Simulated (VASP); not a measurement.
# C (P2_1/m) in VASP: notebook, part 2 of 2

VASP 6.6.1. The steps go on from the part before.

## Step 4: Single point, PBEsol+D3(BJ) (engineering shear strain xy -0.3000, normal strain along z -0.0467)

File INCAR:

```
SYSTEM = C
PREC = Accurate
ENCUT = 520
EDIFF = 1E-6
ISMEAR = 0
SIGMA = 0.15
LREAL = .FALSE.
LASPH = .TRUE.
NELM = 100
ALGO = Normal
ISIF = 2
LWAVE = .FALSE.
LCHARG = .FALSE.
GGA = PS
IVDW = 12
NBANDS = 16
```

File KPOINTS:

```
regular mesh
0
G
  18 18 6
  0 0 0
```

File POSCAR:

```
C
1.0
    2.4580081300     -0.3687012195      0.0000000000
   -1.5483086875      2.3130480930      0.0000000000
    0.0000000000      0.0000000000      6.2727680850
C
4
Direct
    0.0000000000      0.0000000000      0.0025000000
    0.0000000000      0.0000000000      0.5025000000
    0.3333333333      0.6666666667      0.0025000000
    0.6666666667      0.3333333333      0.5025000000
```

Potentials or basis: VASP PAW PBE potentials, release 64 (C).

The run is started by

```bash
$ cat potpaw_PBE.64/C/POTCAR > POTCAR
$ mpirun -np 1 vasp_std > vasp.out
```

OUTCAR:

```text
SYSTEM = C
   PREC = Accurate
   ENCUT = 520
   EDIFF = 1E-6
   ISMEAR = 0
   LREAL = .FALSE.
   LASPH = .TRUE.
   NELM = 100
   ISIF = 2
   GGA = PS
   IVDW = 12
 IVDW          = 12

 ion  position               nearest neighbor table
   1  0.000  0.000  0.002-   3 1.24   3 1.44   3 1.61
   2  0.000  0.000  0.502-   4 1.24   4 1.44   4 1.61
   3  0.333  0.667  0.002-   1 1.24   1 1.44   1 1.61
   4  0.667  0.333  0.502-   2 1.24   2 1.44   2 1.61

  LATTYP: Found a simple monoclinic cell.
 ALAT       =     2.1466340723
 B/A-ratio  =     2.9221413030
 C/A-ratio  =     1.1578624105
 COS(beta)  =    -0.2847292703

  Lattice vectors:

 A1 = (   0.9096994425,   1.9443468735,   0.0000000000)
 A2 = (   0.0000000000,   0.0000000000,  -6.2727680850)
 A3 = (  -2.4580081300,   0.3687012195,   0.0000000000)

Analysis of symmetry for initial positions (statically):
=====================================================================
 Subroutine PRICEL returns:
 Original cell was already a primitive cell.

 Routine SETGRP: Setting up the symmetry group for a
 simple monoclinic supercell.

 Subroutine GETGRP returns: Found  4 space group operations
 (whereof  1 operations were pure point group operations)
 out of a pool of  4 trial point group operations.

The static configuration has the point symmetry C_1 .
 The point group associated with its full space group is C_2h.

Analysis of symmetry for dynamics (positions and initial velocities):
=====================================================================
 Subroutine PRICEL returns:
 Original cell was already a primitive cell.

 Routine SETGRP: Setting up the symmetry group for a
 simple monoclinic supercell.

 Subroutine GETGRP returns: Found  4 space group operations
 (whereof  1 operations were pure point group operations)
 out of a pool of  4 trial point group operations.

The dynamic configuration has the point symmetry C_1 .
 The point group associated with its full space group is C_2h.

 Subroutine INISYM returns: Found  4 space group operations
 (whereof  1 operations are pure point group operations),
 and found     1 'primitive' translations

----------------------------------------------------------------------------------------

                                     Primitive cell

  volume of cell :      32.0829

  direct lattice vectors                    reciprocal lattice vectors
     2.458008130 -0.368701220  0.000000000     0.452241731  0.302721679  0.000000000
    -1.548308688  2.313048093  0.000000000     0.072087597  0.480583977  0.000000000
     0.000000000  0.000000000  6.272768085     0.000000000  0.000000000  0.159419253

  length of vectors
     2.485506901  2.783424379  6.272768085     0.544208598  0.485960472  0.159419253

  position of ions in fractional coordinates (direct lattice)
     0.000000000  0.000000000  0.002500000
     0.000000000  0.000000000  0.502500000
     0.333333333  0.666666667  0.002500000
     0.666666667  0.333333333  0.502500000

  ion indices of the primitive-cell ions
   primitive index   ion index
                 1           1
                 2           2
                 3           3
                 4           4

[... 26 lines left out ...]
 Following reciprocal coordinates:
            Coordinates               Weight
  0.000000  0.000000  0.000000      1.000000
  0.055556  0.000000  0.000000      2.000000
  0.111111  0.000000  0.000000      2.000000
  0.166667  0.000000  0.000000      2.000000
  0.222222  0.000000  0.000000      2.000000
  0.277778  0.000000  0.000000      2.000000
[... 16 lines left out ...]
 -0.333333  0.055556  0.000000      2.000000
 -0.277778  0.055556  0.000000      2.000000
 [... further k-points ...]
   k-points           NKPTS =    656   k-points in BZ     NKDIM =    656   number of bands    NBANDS=     16
   number of dos      NEDOS =    301   number of ions     NIONS =      4
   total plane-waves  NPLWV =  20736
   dimension x,y,z NGX =    18 NGY =   24 NGZ =   48
   dimension x,y,z NGXF=    36 NGYF=   48 NGZF=   96
   ions per type =               4
   NGX,Y,Z   is equivalent  to a cutoff of  12.04, 14.33, 12.72 a.u.
   NGXF,Y,Z  is equivalent  to a cutoff of  24.08, 28.67, 25.44 a.u.
 SYSTEM =  C
   PREC   = accura    normal or accurate (medium, high low for compatibility)
   ISTART =      0    job   : 0-new  1-cont  2-samecut
   ICHARG =      2    charge: 1-file 2-atom 10-const
   ISPIN  =      1    spin polarized calculation?
   LNONCOLLINEAR =      F non collinear calculations
   LSORBIT =      F    spin-orbit coupling
   LASPH  =      T    aspherical Exc in radial PAW
   ENCUT  =  520.0 eV  38.22 Ry    6.18 a.u.   4.62  5.18 11.66*2*pi/ulx,y,z
   NELM   =    100;   NELMIN=  2; NELMDL= -5     # of ELM steps
   EDIFF  = 0.1E-05   stopping-criterion for ELM
   LREAL  =      F    real-space projection
   EDIFFG = 0.1E-04   stopping-criterion for IOM
   NSW    =      0    number of steps for IOM
   IBRION =     -1    ionic relax: 0-MD 1-quasi-New 2-CG
   NFREE  =      0    steps in history (QN), initial steepest desc. (CG)
   ISIF   =      2    stress and relaxation
   ISYM   =      2    0-nonsym 1-usesym 2-fastsym
   POTIM  = 0.5000    time-step for ionic-motion
   TEBEG  =    0.0;   TEEND  =   0.0 temperature during run
   PSTRESS=    0.0 pullay stress
   NELECT =      16.0000    total number of electrons
   NUPDOWN=      -1.0000    fix difference up-down
   EMIN   =  10.00;   EMAX   =-10.00  energy-range for DOS
   EFERMI =   0.00;   METHOD = LEGACY
   ISMEAR =     0;   SIGMA  =   0.15  broadening in eV -4-tet -1-fermi 0-gaus
   EFERMI_NEDOS =   21; number of points for ismear=-14 and -15
   IALGO  =     38    algorithm
   IMIX   =      4    mixing-type and parameters
     AMIX     =   0.40;   BMIX     =  1.00
     AMIX_MAG =   1.60;   BMIX_MAG =  1.00
  volume/ion in A,a.u.               =       8.02        54.13
  Fermi-wavevector in a.u.,A,eV,Ry     =   1.298246  2.453330 22.931848  1.685443
  Thomas-Fermi vector in A             =   2.429587
   LORBIT       =      0    0 simple, 1 ext, 2 COOP (PROOUT), +10 PAW based schemes
   GGA     = PS    functional components
   LHFCALC =     F    Hartree Fock is set to
   AEXX    =    0.0000 exact exchange contribution
   IVDW    =    12    specifies the selected vdW correction
   LEPSILON=     F    determine dielectric tensor
   LRPA    =     F    only Hartree local field effects (RPA)
 non-spin polarized calculation
 Gauss-broadening in eV      SIGMA  =   0.15
  energy-cutoff  :      520.00
  volume of cell :       32.08
 maximum number of plane-waves:       896
   NGX =  9   NGY = 11   NGZ = 23

 number of electron      16.0000000 magnetization

 Free energy of the ion-electron system (eV)
  ---------------------------------------------------
  ext. energy  EPLUGINS =         0.00000000
  ---------------------------------------------------
  free energy    TOTEN  =       -33.78980037 eV

  energy without entropy =      -33.78884602  energy(sigma->0) =      -33.78932320

 E-fermi :   6.1590     XC(G=0): -11.0968

 val. band max:        6.0838070320   @ k =   0.4444   0.0556   0.0000
 cond. band min:       6.2409505548   @ k =   0.3889   0.1667   0.3333
 fundamental gap:      0.1571435227
 Fermi energy:         6.1589716111

 k-point     1 :       0.0000    0.0000    0.0000
  band No.  band energies     occupation
      1     -14.7098      2.00000
      2     -14.2267      2.00000
      3      -3.7609      2.00000
      4      -1.0366      2.00000
      5       1.2296      2.00000
      6       1.2827      2.00000
[... 433 lines left out ...]
      3      -1.8998      2.00000
      4      -1.7484      2.00000
      5      -1.3806      2.00000
      6       0.2712      2.00000
[... 8 lines left out ...]
     15      18.4749      0.00000
     16      19.3272      0.00000

 [... further k-points ...]

------------------------ aborting loop because EDIFF is reached ----------------------------------------

 Edisp (eV)   -0.39420

 E8    (eV) :    -0.1916

  FORCE on cell =-STRESS in cart. coord.  units (eV):
  Direction    XX          YY          ZZ          XY          YZ          ZX
  --------------------------------------------------------------------------------------
  -------------------------------------------------------------------------------------
  Total      12.14414    10.94573     0.37126    30.72358     0.00000     0.00000
  in kB     606.46273   546.61548    18.54018  1534.29618     0.00000     0.00000
  external pressure =      390.54 kB  Pullay stress =        0.00 kB

 VOLUME and BASIS-vectors are now :
 -----------------------------------------------------------------------------
  energy-cutoff  :      520.00
  volume of cell :       32.08
      direct lattice vectors                 reciprocal lattice vectors
     2.458008130 -0.368701220  0.000000000     0.452241731  0.302721679  0.000000000
    -1.548308688  2.313048093  0.000000000     0.072087597  0.480583977  0.000000000
     0.000000000  0.000000000  6.272768085     0.000000000  0.000000000  0.159419253

 POSITION                                       TOTAL-FORCE (eV/Angst)
 -----------------------------------------------------------------------------------
      0.00000      0.00000      0.01568         5.048824      2.571380      0.000000
      0.00000      0.00000      3.15207        -5.048824     -2.571380      0.000000
     -0.21287      1.41913      0.01568        -5.113669     -2.598247      0.000000
      1.12257      0.52522      3.15207         5.113669      2.598247      0.000000
 -----------------------------------------------------------------------------------
    total drift:                                0.000000     -0.000000     -0.000021

  FREE ENERGIE OF THE ION-ELECTRON SYSTEM (eV)
  ---------------------------------------------------
  free  energy   TOTEN  =       -34.1839961149 eV

  energy  without entropy=      -34.1830417638  energy(sigma->0) =      -34.18351894
```

It took 4.4 min on 1 thread of Intel Xeon Platinum 8488C (Sapphire Rapids), shared host; peak memory 0.36 GiB.

What came out:

| Item | Value |
| --- | --- |
| Free energy | -34.1840 eV |
| Pressure | 39.1 GPa |
| Largest force | 5.736 eV/Å |
| Dispersion energy per atom | -0.099 eV |

Forces in eV/Å, atoms in the order of the input:
```
C    5.049  2.571  0.000
C   -5.049 -2.571  0.000
C   -5.114 -2.598  0.000
C    5.114  2.598  0.000
```

Caveat: the cell differs from its parent crystal (engineering shear strain xy -0.3000, normal strain along z -0.0467); the stress differs along the axes, from 2 to 61 GPa; the PAW data sets were made with another functional, which shifts forces and pressure a little.

## Step 5: The runs side by side

| cell | pressure (GPa) | largest force (eV/Å) |
| --- | --- | --- |
| a = 2.474, b = 2.701, c = 6.119 Å, angles 90.0, 90.0, 129.4°, 4 atoms | 24.3 | 3.72 |
| a = 2.486, b = 2.783, c = 6.235 Å, angles 90.0, 90.0, 132.3°, 4 atoms | 39.4 | 5.74 |
| a = 2.486, b = 2.783, c = 6.273 Å, angles 90.0, 90.0, 132.3°, 4 atoms | 39.1 | 5.74 |

Alike in all rows: task single point; level PBEsol+D3(BJ); potentials or basis VASP PAW PBE potentials, release 64 (C); no spin polarisation; k mesh 18 × 18 × 6; cutoff (eV) 520; smearing gaussian 0.15 eV.

Caveats: the PAW data sets were made with another functional, which shifts forces and pressure a little; the stress differs along the axes, from 2 to 61 GPa (at least some runs); the stress differs along the axes, from 4 to 36 GPa (at least some runs).

Total energies depend on the potentials used, so only differences within one code and one set of settings carry meaning.
